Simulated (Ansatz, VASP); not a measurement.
## Two plane-wave programs on V

```xyz
1
Lattice="-1.5427 1.5427 1.5427 1.5427 -1.5427 1.5427 1.5427 1.5427 -1.5427" Properties=species:S:1:pos:R:3 pbc="T T T"
V     0.0000    0.0000    0.0000
```

Alike in both runs: task relaxation of cell and atoms; functional PBE; k mesh 8 × 8 × 8; occupations gaussian, width 0.1 eV; no spin polarisation.

```csv
,VASP,Ansatz
version,VASP 6.6.1,Ansatz 0.2.0
potentials or method,"VASP PAW PBE potentials, release 64 (V_sv), cutoff 500 eV","scalar-relativistic, plane waves, PAW"
valence electrons in the cell,13,13
```

Ansatz gave:

| Item | Value |
| --- | --- |
| gap on the k mesh at the Fermi level, each at its own relaxed structure (eV) | none |
| relaxed volume (Å³/atom) | 13.37 |
| relaxed cell length with the largest relative difference (Å) | 2.589 |

**Question.** Estimate VASP's values.

**Answer.** gap on the k mesh at the Fermi level, each at its own relaxed structure (eV): none; relaxed volume (Å³/atom): 13.41; relaxed cell length with the largest relative difference (Å): 2.592.

A gap of «none» marks a metal or a gap that the smearing closes.
